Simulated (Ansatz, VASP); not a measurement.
**Two plane-wave programs on BP**

The input INCAR:

```
SYSTEM = BP
PREC     = Accurate       ! precision mode
ENCUT    = 500            ! plane-wave cutoff, eV
EDIFF    = 1E-6           ! SCF threshold, eV
ISMEAR   = 0              ! smearing method
SIGMA    = 0.02           ! smearing width, eV
LREAL    = .False.        ! projectors in reciprocal space
LASPH    = .True.         ! aspherical terms in the spheres
NELM     = 120            ! most SCF steps
ALGO     = Normal         ! electronic algorithm
ISIF     = 2              ! what is computed and relaxed
LWAVE    = .False.        ! write WAVECAR
LCHARG   = .False.        ! write CHGCAR
GGA      = PE             ! functional
IVDW     = 12             ! dispersion correction
NBANDS   = 11             ! bands
GGA_COMPAT= .False.
```

Contents of KPOINTS:

```
Automatic mesh
0
Gamma
  10 10 10
  0 0 0
```

Contents of POSCAR:

```
BP
1.0
    0.0000000000      2.2077290236      2.2077290236
    2.2077290236      0.0000000000      2.2077290236
    2.2077290236      2.2077290236      0.0000000000
B P
1 1
Direct
    0.0000000000      0.0000000000      0.0000000000
    0.2500000000      0.2500000000      0.2500000000
```

Input for Ansatz:

```yaml
crystal:
  lattice:
    - [0.0, 2.2077290236, 2.2077290236]
    - [2.2077290236, 0.0, 2.2077290236]
    - [2.2077290236, 2.2077290236, 0.0]
  atoms:
    - { symbol: B, position: [0.0, 0.0, 0.0] }
    - { symbol: P, position: [0.25, 0.25, 0.25] }
basis:
  ecutwfc: 420
kpoints:
  mp_grid: { grid: [10, 10, 10] }
hamiltonian:
  xc: pbe
  dispersion: d3bj
scf:
  occupations: { method: gaussian, width: 0.02 }
output:
  forces: true
  stress: true
  eigenvalues: true
```

Alike in both runs: task single point; functional PBE; dispersion D3(BJ); k mesh 10 × 10 × 10; occupations gaussian, width 0.02 eV; no spin polarisation.

```csv
,VASP,Ansatz
version,VASP 6.6.1,Ansatz 0.2.0
potentials or method,"VASP PAW PBE potentials, release 64 (B, P), cutoff 500 eV","scalar-relativistic, plane waves, PAW"
valence electrons in the cell,8,8
```

|  | VASP | Ansatz | Ansatz less VASP |
| --- | --- | --- | --- |
| gap on the k mesh at the Fermi level (eV) | 1.12 | 1.13 | +0.005 |
| least direct gap on the mesh (eV) | 3.54 | 3.54 | +0.004 |
| pressure (GPa) | 11.5 | 11.8 | +0.32 |
